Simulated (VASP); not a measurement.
Set up this calculation in VASP 6.6.1, as the native input.

- Task: electric field gradients
- Functional: PBE
- Potentials or basis: VASP PAW PBE potentials, release 64 (Au_sv_GW)
- Cutoff: 400 eV
- k mesh: 14 × 14 × 8
- Occupations: fermi-dirac, width 0.03 eV
- Spin: no spin polarisation
- Dipole correction: no
- Second run: valence_matched
- Further INCAR settings: ALGO = Normal; EDIFF = 1e-08; NBANDS = 26

The structure of Au lies in POSCAR:

```
Au
1.0
    2.8999984104      0.0000000000      0.0000000000
   -1.4499992052      2.5114722944      0.0000000000
    0.0000000000      0.0000000000      4.8800000000
Au
2
Direct
    0.3333333333      0.6666666667      0.7500000000
    0.6666666667      0.3333333333      0.2500000000
```

The input as run:

INCAR

```
PREC     = Accurate       # precision mode
ENCUT    = 400            # plane-wave cutoff, eV
EDIFF    = 1E-8           # SCF threshold, eV
ISMEAR   = -1             # smearing method
SIGMA    = 0.03           # smearing width, eV
LREAL    = F              # projectors in reciprocal space
LASPH    = T              # aspherical terms in the spheres
NELM     = 120            # most SCF steps
ALGO     = Normal         # electronic algorithm
ISIF     = 2              # what is computed and relaxed
LWAVE    = F              # write WAVECAR
LCHARG   = F              # write CHGCAR
GGA      = PE             # functional
LEFG     = T            
NBANDS   = 26             # bands
GGA_COMPAT= F
```

KPOINTS

```
regular mesh
0
Gamma
  14 14 8
```

Potentials or basis: VASP PAW PBE potentials, release 64 (Au_sv_GW).

Launch:

```sh
$ cat potpaw_PBE.64/Au_sv_GW/POTCAR > POTCAR
$ mpirun -np 1 vasp_std > vasp.out
```

It gave:

The pressure is -2.0 GPa and the band gap on the k mesh is zero (band 19 reaches 11.95 eV, above the bottom of band 20 at 5.57 eV).

Caveat: without QUAD_EFG the Cq values of the log hold for a quadrupole moment of 1 mb, not for the nuclei; spin-orbit coupling is left out, which moves the levels of the heavy elements.

Run time: 90 s on 1 thread of Intel(R) Xeon(R) Platinum 8259CL CPU @ 2.50GHz (Skylake/Cascade Lake) (shared host), peak memory 0.18 GiB.
